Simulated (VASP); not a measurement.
Set up this calculation in VASP 6.6.1, as the native input.

```yaml
Task: single point
Functional: r2SCAN
Potentials_or_basis: VASP PAW PBE potentials, release 64 (Cd_sv_GW, O)
Cutoff: 770 eV
k_mesh: 10 × 10 × 10
Occupations: fermi-dirac, width 0.02 eV
Spin: no spin polarisation
Dipole_correction: no
Further_INCAR_settings: ALGO = Normal; EDIFF = 1e-06; NBANDS = 20
```

The system is CdO.

```
CELL_PARAMETERS angstrom
0.00000 2.35300 2.35300
2.35300 0.00000 2.35300
2.35300 2.35300 0.00000
ATOMIC_POSITIONS crystal
Cd 0.00000 0.00000 0.00000
O 0.50000 0.50000 0.50000
```

The input as run:

POSCAR

```
CdO
1.0
    0.0000000000      2.3530040397      2.3530040397
    2.3530040397      0.0000000000      2.3530040397
    2.3530040397      2.3530040397      0.0000000000
Cd O
1 1
Direct
    0.0000000000      0.0000000000      0.0000000000
    0.5000000000      0.5000000000      0.5000000000
```

INCAR.step1

```
SYSTEM = CdO
PREC = Accurate
ENCUT = 770
ISMEAR = -1
SIGMA = 0.02
LREAL = .False.
LASPH = .True.
NELM = 120
NBANDS = 20
GGA = PE
ALGO = Normal
EDIFF = 1E-5
LWAVE = .True.
LCHARG = .False.
GGA_COMPAT = .False.
```

INCAR.step2

```
SYSTEM = CdO
PREC = Accurate
ENCUT = 770
EDIFF = 1E-6
ISMEAR = -1
SIGMA = 0.02
LREAL = .False.
LASPH = .True.
NELM = 120
ALGO = Normal
ISIF = 2
LWAVE = .False.
LCHARG = .False.
METAGGA = R2SCAN
LMIXTAU = .True.
NBANDS = 20
ISTART = 1
GGA_COMPAT = .False.
```

KPOINTS

```
Automatic mesh
0
Gamma
  10 10 10
  0 0 0
```

Potentials or basis: VASP PAW PBE potentials, release 64 (Cd_sv_GW, O).

The run is started by

```sh
$ cat potpaw_PBE.64/Cd_sv_GW/POTCAR potpaw_PBE.64/O/POTCAR > POTCAR
$ cp INCAR.step1 INCAR
$ mpirun -np 1 vasp_std > vasp.out
$ cp INCAR.step2 INCAR
$ mpirun -np 1 vasp_std > vasp.out
```

Results of the run:

* Pressure: -0.4 GPa
* Band gap on the k mesh: 0.10 eV (least direct gap 1.46 eV)

Caveat: semilocal functionals underestimate gaps, and a narrow one can read as zero; the PAW data sets were made with another functional, which shifts forces and pressure a little.

It took 2.3 min on 1 thread of Intel(R) Xeon(R) Platinum 8375C CPU @ 2.90GHz (Ice Lake), with other jobs on the host, peak memory 0.21 GiB.
